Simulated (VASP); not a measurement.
Write the native input for VASP 6.6.1 that does the following.

| Quantity | Value |
| --- | --- |
| Task | single point |
| Functional | LDA |
| Potentials or basis | VASP PAW LDA potentials, release 64 (K_sv, Pt) |
| Cutoff | 500 eV |
| k mesh | 11 × 11 × 6 |
| Occupations | fermi-dirac, width 0.08 eV |
| Spin | collinear spin, ferromagnetic start |
| Starting moments | [0.0, 0.3] μB |
| Fixed moment | 0.3 μB |
| Dipole correction | no |
| Further INCAR settings | ALGO = Normal; EDIFF = 1e-06; NBANDS = 20 |

The structure of KPt lies in POSCAR:

```
KPt
1.0
    3.0008472788      0.0000000000      0.0000000000
   -1.5004236394      2.5988099763      0.0000000000
    0.0000000000      0.0000000000      5.3455780000
K Pt
1 1
Direct
    0.0000000000      0.0000000000      0.5000000000
    0.6666666667      0.3333333333      0.0000000000
```

One way to write it, as run:

INCAR

```
PREC     = Accurate       # precision mode
ENCUT    = 500            # plane-wave cutoff, eV
EDIFF    = 1E-6           # SCF threshold, eV
ISMEAR   = -1             # smearing method
SIGMA    = 0.08           # smearing width, eV
LREAL    = False          # projectors in reciprocal space
LASPH    = True           # aspherical terms in the spheres
NELM     = 200            # most SCF steps
ALGO     = Normal         # electronic algorithm
ISIF     = 2              # what is computed and relaxed
LWAVE    = False          # write WAVECAR
LCHARG   = False          # write CHGCAR
ISPIN    = 2              # spin polarisation
MAGMOM   = 0 0.3          # initial moments
LORBIT   = 11             # projections on sites
NUPDOWN  = 0.3            # fixed moment
LMAXMIX  = 4              # l up to which the mixer works
GGA      = CA             # functional
NBANDS   = 20             # bands
GGA_COMPAT= False
```

KPOINTS

```
Automatic mesh
0
Gamma
  11 11 6
```

Potentials or basis: VASP PAW LDA potentials, release 64 (K_sv, Pt).

Run with:

```sh
$ cat potpaw_LDA.64/K_sv/POTCAR potpaw_LDA.64/Pt/POTCAR > POTCAR
$ mpirun -np 1 vasp_std > vasp.out
```

Results of the run:

- Pressure: -6.4 GPa
- Net moment: 0.30 μB per cell
- Site moments: K +0.01; Pt +0.24 μB
- Valence electrons inside the program's atomic spheres: K 7.63; Pt 9.02

Caveat: the total moment is fixed, so each spin has its own Fermi level.

Run time: 2.1 min on 1 thread of Intel Xeon 8259CL, with other jobs on the host, peak memory 0.21 GiB.
